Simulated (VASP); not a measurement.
# Al4P (I4/mmm) in VASP: further runs, part 2 of 2

VASP 6.6.1. Earlier steps stand in the parts before.

### 3 Single point, PBE

This run uses another cell than the first one, of 18.07 Å³/atom, 0.998 times its volume.

INCAR

```
SYSTEM = Al4P
PREC = Accurate ; ENCUT = 520
EDIFF = 1E-7 ; ISMEAR = 0
SIGMA = 0.1 ; LREAL = .FALSE.
LASPH = .TRUE. ; NELM = 60
ALGO = Normal ; ISIF = 2
LWAVE = .FALSE. ; LCHARG = .FALSE.
GGA = PE ; NBANDS = 16
```

KPOINTS

```
regular mesh
0
G
  6 6 6
  0 0 0
```

POSCAR

```
Al4P
1.0
   -1.8455069607      1.8455069607      6.6320280289
    1.8455069607     -1.8455069607      6.6320280289
    1.8455069607      1.8455069607     -6.6320280289
Al P
4 1
Direct
    0.7500000000      0.2500000000      0.5000000000
    0.5962868624      0.5962868624      0.0000000000
    0.4037131376      0.4037131376      0.0000000000
    0.2500000000      0.7500000000      0.5000000000
    0.0000000000      0.0000000000      0.0000000000
```

Potentials or basis: VASP PAW PBE potentials, release 64 (Al, P).

Run with:

```sh
$ cat potpaw_PBE.64/Al/POTCAR potpaw_PBE.64/P/POTCAR > POTCAR
$ mpirun -np 1 vasp_std > vasp.out
```

OUTCAR:

```text
SYSTEM = Al4P
   PREC = Accurate
   ENCUT = 520
   EDIFF = 1E-7
   ISMEAR = 0
   LREAL = .FALSE.
   LASPH = .TRUE.
   NELM = 60
   ISIF = 2
   GGA = PE

 ion  position               nearest neighbor table
   1  0.750  0.250  0.500-   4 2.61   4 2.61   4 2.61   4 2.61   3 2.75   2 2.75   2 2.75   3 2.75

   2  0.596  0.596  0.000-   3 2.55   1 2.75   4 2.75   1 2.75   4 2.75   5 2.91   5 2.91   5 2.91
                             5 2.91
   3  0.404  0.404  0.000-   2 2.55   1 2.75   4 2.75   4 2.75   1 2.75   5 2.91   5 2.91   5 2.91
                             5 2.91
   4  0.250  0.750  0.500-   1 2.61   1 2.61   1 2.61   1 2.61   3 2.75   2 2.75   2 2.75   3 2.75

   5  0.000  0.000  0.000-   2 2.91   2 2.91   2 2.91   3 2.91   2 2.91   3 2.91   3 2.91   3 2.91

  LATTYP: Found a body centered tetragonal cell.
 ALAT       =     3.6910139214
 C/A-ratio  =     3.5936077025

  Lattice vectors:

 A1 = (  -1.8455069607,   1.8455069607,   6.6320280289)
 A2 = (   1.8455069607,  -1.8455069607,   6.6320280289)
 A3 = (   1.8455069607,   1.8455069607,  -6.6320280289)

Analysis of symmetry for initial positions (statically):
=====================================================================
 Subroutine PRICEL returns:
 Original cell was already a primitive cell.

 Routine SETGRP: Setting up the symmetry group for a
 body centered tetragonal supercell.

 Subroutine GETGRP returns: Found 16 space group operations
 (whereof 16 operations were pure point group operations)
 out of a pool of 16 trial point group operations.

The static configuration has the point symmetry D_4h.

Analysis of symmetry for dynamics (positions and initial velocities):
=====================================================================
 Subroutine PRICEL returns:
 Original cell was already a primitive cell.

 Routine SETGRP: Setting up the symmetry group for a
 body centered tetragonal supercell.

 Subroutine GETGRP returns: Found 16 space group operations
 (whereof 16 operations were pure point group operations)
 out of a pool of 16 trial point group operations.

The dynamic configuration has the point symmetry D_4h.

 Subroutine INISYM returns: Found 16 space group operations
 (whereof 16 operations are pure point group operations),
 and found     1 'primitive' translations

----------------------------------------------------------------------------------------

                                     Primitive cell

  volume of cell :      90.3520

  direct lattice vectors                    reciprocal lattice vectors
    -1.845506961  1.845506961  6.632028029     0.000000000  0.270928266  0.075391720
     1.845506961 -1.845506961  6.632028029     0.270928266  0.000000000  0.075391720
     1.845506961  1.845506961 -6.632028029     0.270928266  0.270928266  0.000000000

  length of vectors
     7.127102333  7.127102333  7.127102333     0.281222397  0.281222397  0.383150428

  position of ions in fractional coordinates (direct lattice)
     0.750000000  0.250000000  0.500000000
     0.596286862  0.596286862  0.000000000
     0.403713138  0.403713138  0.000000000
     0.250000000  0.750000000  0.500000000
     0.000000000  0.000000000  0.000000000

  ion indices of the primitive-cell ions
   primitive index   ion index
                 1           1
                 2           2
                 3           3
                 4           4
                 5           5

[... 25 lines left out ...]

 Following reciprocal coordinates:
            Coordinates               Weight
  0.000000  0.000000  0.000000      1.000000
  0.166667  0.000000  0.000000      8.000000
  0.333333  0.000000  0.000000      8.000000
  0.500000  0.000000 -0.000000      4.000000
  0.166667  0.166667  0.000000      8.000000
  0.333333  0.166667 -0.000000     16.000000
[... 16 lines left out ...]
 -0.333333 -0.333333  0.166667      8.000000
 -0.166667 -0.333333  0.166667      8.000000
 [... further k-points ...]
   k-points           NKPTS =     30   k-points in BZ     NKDIM =     30   number of bands    NBANDS=     16
   number of dos      NEDOS =    301   number of ions     NIONS =      5
   total plane-waves  NPLWV = 157464
   dimension x,y,z NGX =    54 NGY =   54 NGZ =   54
   dimension x,y,z NGXF=   108 NGYF=  108 NGZF=  108
   ions per type =               4   1
   NGX,Y,Z   is equivalent  to a cutoff of  12.60, 12.60, 12.60 a.u.
   NGXF,Y,Z  is equivalent  to a cutoff of  25.19, 25.19, 25.19 a.u.
 SYSTEM =  Al4P
   PREC   = accura    normal or accurate (medium, high low for compatibility)
   ISTART =      0    job   : 0-new  1-cont  2-samecut
   ICHARG =      2    charge: 1-file 2-atom 10-const
   ISPIN  =      1    spin polarized calculation?
   LNONCOLLINEAR =      F non collinear calculations
   LSORBIT =      F    spin-orbit coupling
   LASPH  =      T    aspherical Exc in radial PAW
   ENCUT  =  520.0 eV  38.22 Ry    6.18 a.u.  13.25 13.25 13.25*2*pi/ulx,y,z
   NELM   =     60;   NELMIN=  2; NELMDL= -5     # of ELM steps
   EDIFF  = 0.1E-06   stopping-criterion for ELM
   LREAL  =      F    real-space projection
   EDIFFG = 0.1E-05   stopping-criterion for IOM
   NSW    =      0    number of steps for IOM
   IBRION =     -1    ionic relax: 0-MD 1-quasi-New 2-CG
   NFREE  =      0    steps in history (QN), initial steepest desc. (CG)
   ISIF   =      2    stress and relaxation
   ISYM   =      2    0-nonsym 1-usesym 2-fastsym
   POTIM  = 0.5000    time-step for ionic-motion
   TEBEG  =    0.0;   TEEND  =   0.0 temperature during run
   PSTRESS=    0.0 pullay stress
   NELECT =      17.0000    total number of electrons
   NUPDOWN=      -1.0000    fix difference up-down
   EMIN   =  10.00;   EMAX   =-10.00  energy-range for DOS
   EFERMI =   0.00;   METHOD = LEGACY
   ISMEAR =     0;   SIGMA  =   0.10  broadening in eV -4-tet -1-fermi 0-gaus
   EFERMI_NEDOS =   21; number of points for ismear=-14 and -15
   IALGO  =     38    algorithm
   IMIX   =      4    mixing-type and parameters
     AMIX     =   0.40;   BMIX     =  1.00
     AMIX_MAG =   1.60;   BMIX_MAG =  1.00
  volume/ion in A,a.u.               =      18.07       121.95
  Fermi-wavevector in a.u.,A,eV,Ry     =   0.938092  1.772736 11.973342  0.880016
  Thomas-Fermi vector in A             =   2.065268
   LORBIT       =      0    0 simple, 1 ext, 2 COOP (PROOUT), +10 PAW based schemes
   GGA     = PE    functional components
   LHFCALC =     F    Hartree Fock is set to
   AEXX    =    0.0000 exact exchange contribution
   IVDW    =     0    specifies the selected vdW correction
   LEPSILON=     F    determine dielectric tensor
   LRPA    =     F    only Hartree local field effects (RPA)
 non-spin polarized calculation
 Gauss-broadening in eV      SIGMA  =   0.10
  energy-cutoff  :      520.00
  volume of cell :       90.35
 maximum number of plane-waves:      2458
 NGX is ok and might be reduce to    54

 number of electron      17.0000000 magnetization

 Free energy of the ion-electron system (eV)
  ---------------------------------------------------
  ext. energy  EPLUGINS =         0.00000000
  ---------------------------------------------------
  free energy    TOTEN  =       -18.96467797 eV

  energy without entropy =      -18.95726286  energy(sigma->0) =      -18.96097042

 E-fermi :   6.8091     XC(G=0):  -9.9206

 val. band max:        6.8005977855   @ k =  -0.1667   0.1667   0.1667
 cond. band min:       6.8732076026   @ k =   0.1667   0.1667   0.1667
 fundamental gap:      0.0726098171
 Fermi energy:         6.8091307569

 k-point     1 :       0.0000    0.0000    0.0000
  band No.  band energies     occupation
      1      -4.9815      2.00000
      2      -2.2623      2.00000
      3       0.0025      2.00000
      4       4.9123      2.00000
      5       5.2540      2.00000
      6       5.2540      2.00000
[... 433 lines left out ...]
      3       1.0086      2.00000
      4       2.7798      2.00000
      5       4.4213      2.00000
      6       5.3431      2.00000
[... 8 lines left out ...]
     15      11.8558      0.00000
     16      12.7371      0.00000

 [... further k-points ...]
[... 5 lines left out ...]
  --------------------------------------------------------------------------------------
  -------------------------------------------------------------------------------------
  Total       -0.0569223     -0.0569223      0.1727965      0.0000000     -0.0000000      0.0000000
  in kB       -1.0093811     -1.0093811      3.0641339      0.0000000     -0.0000000      0.0000000
  external PRESSURE =       0.3484572 kB  Pullay stress =       0.0000000 kB

 VOLUME and BASIS-vectors are now :
 -----------------------------------------------------------------------------
  energy-cutoff  :      520.00
  volume of cell :       90.35
      direct lattice vectors                 reciprocal lattice vectors
    -1.845506961  1.845506961  6.632028029     0.000000000  0.270928266  0.075391720
     1.845506961 -1.845506961  6.632028029     0.270928266  0.000000000  0.075391720
     1.845506961  1.845506961 -6.632028029     0.270928266  0.270928266  0.000000000

 POSITION                                       TOTAL-FORCE (eV/Angst)
 -----------------------------------------------------------------------------------
     -0.00000      1.84551      3.31601        -0.000000     -0.000000      0.000000
      0.00000      0.00000      7.90918        -0.000000     -0.000000     -0.040141
      0.00000      0.00000      5.35487         0.000000      0.000000      0.040141
      1.84551     -0.00000      3.31601        -0.000000     -0.000000      0.000000
      0.00000      0.00000      0.00000        -0.000000     -0.000000      0.000000
 -----------------------------------------------------------------------------------
    total drift:                                0.000000      0.000000      0.000000

  FREE ENERGIE OF THE ION-ELECTRON SYSTEM (eV)
  ---------------------------------------------------
  free  energy   TOTEN  =       -18.9646779747 eV

  energy  without entropy=      -18.9572628596  energy(sigma->0) =      -18.96097042
```

OSZICAR:

```text
N       E                     dE             d eps       ncg     rms          rms(c)
DAV:   1     0.181933599970E+02    0.18193E+02   -0.57345E+03   960   0.815E+02
DAV:   2    -0.178797635573E+02   -0.36073E+02   -0.33372E+02  1320   0.109E+02
DAV:   3    -0.192187649794E+02   -0.13390E+01   -0.13145E+01  1272   0.190E+01
DAV:   4    -0.192328626426E+02   -0.14098E-01   -0.14061E-01  1232   0.235E+00
DAV:   5    -0.192331065321E+02   -0.24389E-03   -0.24388E-03  1256   0.314E-01    0.383E+00
DAV:   6    -0.190070488394E+02    0.22606E+00   -0.43624E-01  1280   0.335E+00    0.230E+00
DAV:   7    -0.189738755842E+02    0.33173E-01   -0.75965E-02  1128   0.144E+00    0.102E+00
DAV:   8    -0.189655312248E+02    0.83444E-02   -0.16474E-02  1256   0.631E-01    0.254E-01
DAV:   9    -0.189647077498E+02    0.82348E-03   -0.25980E-03  1176   0.253E-01    0.103E-01
DAV:  10    -0.189646812101E+02    0.26540E-04   -0.18950E-04  1328   0.792E-02    0.752E-02
DAV:  11    -0.189646786466E+02    0.25635E-05   -0.55849E-05  1192   0.363E-02    0.744E-03
DAV:  12    -0.189646779025E+02    0.74408E-06   -0.39957E-06  1232   0.109E-02    0.555E-03
DAV:  13    -0.189646780105E+02   -0.10803E-06   -0.40917E-07  1216   0.337E-03    0.108E-03
DAV:  14    -0.189646779747E+02    0.35815E-07   -0.27755E-08   752   0.986E-04
   1 F= -.18964678E+02 E0= -.18960970E+02  d E =-.741512E-02
```

stdout:

```text
POSCAR found type information on POSCAR AlP
 POSCAR found :  2 types and       5 ions
 scaLAPACK will be used
 LDA part: xc-table for (Slater+PW92), standard interpolation
 POSCAR, INCAR and KPOINTS ok, starting setup
 FFT: planning ... GRIDC
 FFT: planning ... GRID_SOFT
 FFT: planning ... GRID
 WAVECAR not read
 entering main loop
```

It took 2.3 min on 1 thread of Intel Xeon 6975P-C, shared host; peak memory 0.38 GiB.

Results:

```
Free energy   : -18.9647 eV
Pressure      : 0.0 GPa
Largest force : 0.040 eV/Å
```

Forces on the atoms (eV/Å):
```
Al   0.000  0.000  0.000
Al   0.000  0.000 -0.040
Al   0.000  0.000  0.040
Al   0.000  0.000  0.000
P    0.000  0.000  0.000
```

Caveat: the k points lie up to 0.40 Å⁻¹ apart.

### 4 Relaxation of cell and atoms, PBE

INCAR

```
SYSTEM = Al4P
ALGO = Normal
EDIFF = 1E-6
EDIFFG = -0.04
ENCUT = 600
GGA = PE
IBRION = 2
ISIF = 3
ISMEAR = 0
LASPH = .TRUE.
LCHARG = .FALSE.
LREAL = .FALSE.
LWAVE = .FALSE.
NELM = 60
NSW = 90
PREC = Accurate
SIGMA = 0.1
```

KPOINTS

```
k-points
0
G
  6 6 6
  0 0 0
```

POSCAR

```
Al4P
1.0
   -2.1131884500      2.1131884500      5.0701607100
    2.1131884500     -2.1131884500      5.0701607100
    2.1131884500      2.1131884500     -5.0701607100
Al P
4 1
Direct
    0.7500000000      0.2500000000      0.5000000000
    0.6177941000      0.6177941000      0.0000000000
    0.3822059000      0.3822059000      0.0000000000
    0.2500000000      0.7500000000      0.5000000000
    0.0000000000      0.0000000000      0.0000000000
```

Run with:

```sh
$ cat potpaw_PBE.64/Al/POTCAR potpaw_PBE.64/P/POTCAR > POTCAR
$ mpirun -np 1 vasp_std > vasp.out
```

Wall time 8.7 min (1 thread of Intel Xeon 6975P-C, shared host); peak memory 0.35 GiB.

It converged, with:

```
Free energy                            : -19.0165 eV
Relaxed volume                         : 18.16 Å³/atom
Relaxed cell                           : a = 7.599 Å, b = 7.599 Å, c = 7.599 Å, α = 152.92°, β = 152.92°, γ = 38.67°
Space group after relaxing (to 0.05 Å) : I4/mmm (No. 139)
Energy gained by relaxing              : 333.8 meV/atom
Ionic steps                            : 14
Pressure after relaxing                : 0.0 GPa
Largest force after relaxing           : 0.008 eV/Å
```

Forces in eV/Å, atoms in the order of the input:
```
Al   0.000  0.000  0.000
Al   0.000  0.000  0.008
Al   0.000  0.000 -0.008
Al   0.000  0.000  0.000
P    0.000  0.000  0.000
```

Stress tensor (GPa, compression positive):
```
0.00 0.00 0.00
0.00 0.00 0.00
0.00 0.00 0.13
```

Step by step:
| step | energy change (eV) | largest force (eV/Å) | pressure (GPa) | volume (Å³) |
| --- | --- | --- | --- | --- |
| 1 | 0.0000 | 1.1673 | 7.33 | 90.56 |
| 2 | -0.4987 | 0.5405 | -1.94 | 101.74 |
| 3 | -0.5104 | 0.4116 | -3.45 | 104.33 |
| 4 | -0.8111 | 0.3331 | -3.75 | 102.02 |
| 5 | -1.5754 | 0.2210 | -1.83 | 93.23 |
| 6 | -1.6257 | 0.2606 | 1.78 | 88.38 |
| 7 | -0.1986 | 1.3623 | 19.63 | 77.54 |
| 8 | -1.6199 | 0.4420 | 2.31 | 87.91 |
| 9 | -1.6175 | 0.4753 | 2.75 | 87.50 |
| 10 | -1.5725 | 0.0996 | -0.76 | 93.12 |
| 11 | -1.6610 | 0.2501 | 0.72 | 90.12 |
| 12 | -1.6673 | 0.0098 | -0.34 | 91.26 |
| 13 | -1.6681 | 0.0709 | -0.07 | 90.96 |
| 14 | -1.6689 | 0.0081 | 0.04 | 90.78 |

Final structure:
```yaml
crystal:
  lattice:
    - [-1.77904, 1.77904, 7.17091]
    - [1.77904, -1.77904, 7.17091]
    - [1.77904, 1.77904, -7.17091]
  atoms:
    - { symbol: Al, position: [0.75000, 0.25000, 0.50000] }
    - { symbol: Al, position: [0.59166, 0.59166, 0.00000] }
    - { symbol: Al, position: [0.40834, 0.40834, 0.00000] }
    - { symbol: Al, position: [0.25000, 0.75000, 0.50000] }
    - { symbol: P, position: [0.00000, 0.00000, 0.00000] }
```

Levels at points of the mesh, in eV from the Fermi level:
| k point | band 4 | band 5 | band 6 | band 7 | band 8 | band 9 | band 10 | band 11 | band 12 |
| --- | --- | --- | --- | --- | --- | --- | --- | --- | --- |
| (0.00, 0.00, 0.00) | -1.35 | -1.23 | -1.23 | -1.10 | 0.34 | 0.34 | 1.31 | 2.45 | 2.93 |
| (0.50, 0.00, 0.00) | -6.29 | -3.53 | -3.11 | -0.33 | 0.10 | 0.77 | 2.49 | 2.86 | 3.54 |
| (0.50, 0.50, 0.00) | -4.78 | -4.63 | -3.99 | -3.32 | -3.06 | -1.67 | -1.15 | 0.48 | 0.85 |
| (0.50, 0.50, 0.50) | -4.40 | -1.33 | -1.33 | -0.60 | 0.73 | 0.73 | 2.29 | 2.39 | 2.81 |

### 5 Single point, PBE

This run uses another cell than the first one, of the same volume but with other edges.

INCAR

```
PREC = Accurate
ENCUT = 520
EDIFF = 1E-7
ISMEAR = 0
SIGMA = 0.1
LREAL = False
LASPH = True
NELM = 60
ALGO = Normal
ISIF = 2
LWAVE = False
LCHARG = False
GGA = PE
NBANDS = 16
```

KPOINTS

```
regular mesh
0
Gamma
  14 14 14
```

POSCAR

```
Al4P
1.0
   -1.7918315625      1.7918315625      7.0420151940
    1.7918315625     -1.7918315625      7.0420151940
    1.7918315625      1.7918315625     -7.0420151940
Al P
4 1
Direct
    0.7500000000      0.2500000000      0.5000000000
    0.5925081608      0.5925081608      0.0000000000
    0.4074918392      0.4074918392      0.0000000000
    0.2500000000      0.7500000000      0.5000000000
    0.0000000000      0.0000000000      0.0000000000
```

Potentials or basis: VASP PAW PBE potentials, release 64 (Al, P).

Run with:

```sh
$ cat potpaw_PBE.64/Al/POTCAR potpaw_PBE.64/P/POTCAR > POTCAR
$ mpirun -np 1 vasp_std > vasp.out
```

OUTCAR:

```text
PREC = Accurate
   ENCUT = 520
   EDIFF = 1E-7
   ISMEAR = 0
   LREAL = False
   LASPH = True
   NELM = 60
   ISIF = 2
   GGA = PE

 ion  position               nearest neighbor table
   1  0.750  0.250  0.500-   4 2.53   4 2.53   4 2.53   4 2.53   3 2.85   2 2.85   3 2.85   2 2.85

   2  0.593  0.593  0.000-   3 2.61   5 2.85   5 2.85   5 2.85   5 2.85   4 2.85   1 2.85   1 2.85
                             4 2.85
   3  0.407  0.407  0.000-   2 2.61   5 2.85   5 2.85   5 2.85   5 2.85   4 2.85   1 2.85   4 2.85
                             1 2.85
   4  0.250  0.750  0.500-   1 2.53   1 2.53   1 2.53   1 2.53   3 2.85   2 2.85   2 2.85   3 2.85
[... 663 lines left out ...]
  -------------------------------------------------------------------------------------
  Total       -0.0182844     -0.0182844     -0.0188134      0.0000000     -0.0000000      0.0000000
  in kB       -0.3239210     -0.3239210     -0.3332936      0.0000000     -0.0000000      0.0000000
  external PRESSURE =      -0.3270452 kB  Pullay stress =       0.0000000 kB

 VOLUME and BASIS-vectors are now :
 -----------------------------------------------------------------------------
  energy-cutoff  :      520.00
  volume of cell :       90.44
      direct lattice vectors                 reciprocal lattice vectors
    -1.791831563  1.791831563  7.042015194     0.000000000  0.279044086  0.071002403
     1.791831563 -1.791831563  7.042015194     0.279044086  0.000000000  0.071002403
     1.791831563  1.791831563 -7.042015194     0.279044086  0.279044086  0.000000000

 POSITION                                       TOTAL-FORCE (eV/Angst)
 -----------------------------------------------------------------------------------
      0.00000      1.79183      3.52101         0.000000      0.000000     -0.000000
      0.00000      0.00000      8.34490        -0.000000     -0.000000     -0.002792
      0.00000      0.00000      5.73913        -0.000000     -0.000000      0.002792
      1.79183      0.00000      3.52101         0.000000      0.000000     -0.000000
      0.00000      0.00000      0.00000         0.000000      0.000000     -0.000000
 -----------------------------------------------------------------------------------
    total drift:                                0.000000     -0.000000      0.000000

  FREE ENERGIE OF THE ION-ELECTRON SYSTEM (eV)
  ---------------------------------------------------
  free  energy   TOTEN  =       -18.9808405483 eV

  energy  without entropy=      -18.9663565282  energy(sigma->0) =      -18.97359854
```

Run time: 20 min. Hardware: 1 thread of Intel Xeon 6975P-C, shared host; peak memory 0.62 GiB.

Results:

```
Free energy : -18.9808 eV
Pressure    : 0.0 GPa
```

Forces on the atoms (eV/Å):
```
Al   0.000  0.000  0.000
Al   0.000  0.000 -0.003
Al   0.000  0.000  0.003
Al   0.000  0.000  0.000
P    0.000  0.000  0.000
```

Levels at points of the mesh, in eV from the Fermi level:
```tsv
k point	band 4	band 5	band 6	band 7	band 8	band 9	band 10	band 11	band 12	band 13
(0.00, 0.00, 0.00)	-1.41	-1.27	-1.27	-0.92	0.18	0.18	1.57	2.44	2.82	2.83
(0.50, 0.00, 0.00)	-6.26	-3.50	-3.07	-0.16	0.05	0.91	2.29	2.69	3.36	3.84
(0.50, 0.50, 0.00)	-4.76	-4.72	-4.10	-3.32	-3.05	-1.69	-1.22	0.61	0.86	1.45
(0.50, 0.50, 0.50)	-4.18	-1.40	-1.40	-0.72	0.64	0.64	2.11	2.31	2.93	3.60
```

### 6 Overview

| task | cell | k mesh | cutoff (eV) | gap on the mesh (eV) | pressure (GPa) | largest force (eV/Å) |
| --- | --- | --- | --- | --- | --- | --- |
| single point | a = 5.885 Å, angles 137.9, 137.9, 61.0°, 5 atoms | 6 × 6 × 6 | 520 | none | 7.3 | 1.17 |
| single point | a = 7.127 Å, angles 150.0, 150.0, 43.0°, 5 atoms | 6 × 6 × 6 | 520 | none | 0.0 | 0.04 |
| relaxation of cell and atoms | relaxed from a = 5.885 Å, angles 137.9, 137.9, 61.0°, 5 atoms | 6 × 6 × 6 | 600 | none | 0.0 | 0.01 |
| single point | a = 7.484 Å, angles 152.3, 152.3, 39.6°, 5 atoms | 14 × 14 × 14 | 520 | none | 0.0 | - |

Alike in all rows: level PBE; potentials or basis VASP PAW PBE potentials, release 64 (Al, P); no spin polarisation; smearing gaussian 0.1 eV.

Caveats: some runs use coarse meshes; forces of over 1 eV/Å act on the atoms, so gaps and moduli don't describe the material at rest (some runs).

Absolute energies hang on the potentials; compare differences alone.
